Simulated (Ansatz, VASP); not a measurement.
MoS2: VASP and Ansatz over several settings

```
Mo S
1.0
     3.20563    0.00000    0.00000
    -1.60282    2.77616    0.00000
     0.00000    0.00000   21.81405
Mo S
2 4
Direct
  0.33333 0.66667 0.85116
  0.66667 0.33333 0.14884
  0.66667 0.33333 0.77963
  0.33333 0.66667 0.07725
  0.66667 0.33333 0.92275
  0.33333 0.66667 0.22037
```

Single points on this cell with VASP 6.6.1 and Ansatz 0.2.0. Each row is one pair of runs. Alike in all rows: spin: off; k mesh: 10 × 10 × 2; smearing: fermi-dirac, width 0.05 eV; VASP's potentials, cutoff: VASP PAW PBE potentials, release 64 (Mo_sv, S), 520 eV.

| level | Ansatz's potentials, cutoff | gap on the k mesh at the Fermi level (eV), VASP | gap on the k mesh at the Fermi level (eV), Ansatz | least direct gap on the mesh (eV), VASP | least direct gap on the mesh (eV), Ansatz | rms of the force components (eV/Å), VASP | rms of the force components (eV/Å), Ansatz |
| --- | --- | --- | --- | --- | --- | --- | --- |
| PBE exchange alone | Ansatz PAW, 420 eV | 1.37 | 1.35 | 1.84 | 1.84 | 0.518 | 0.527 |
| PBE | Ansatz PAW, 420 eV | 1.37 | 1.35 | 1.84 | 1.84 | 0.061 | 0.055 |
| RPBE | Ansatz PAW, 420 eV | 1.38 | 1.37 | 1.84 | 1.84 | 0.033 | 0.034 |
| PBE | Ansatz PAW earlier set, 640 eV | 1.37 | 1.36 | 1.84 | 1.84 | 0.061 | 0.055 |

Gap on the k mesh at the fermi level (eV): the two programs differ by at most 0.016; least direct gap on the mesh (eV): the two programs differ by at most 0.005; rms of the force components (eV/Å): the two programs differ by at most 0.0091.
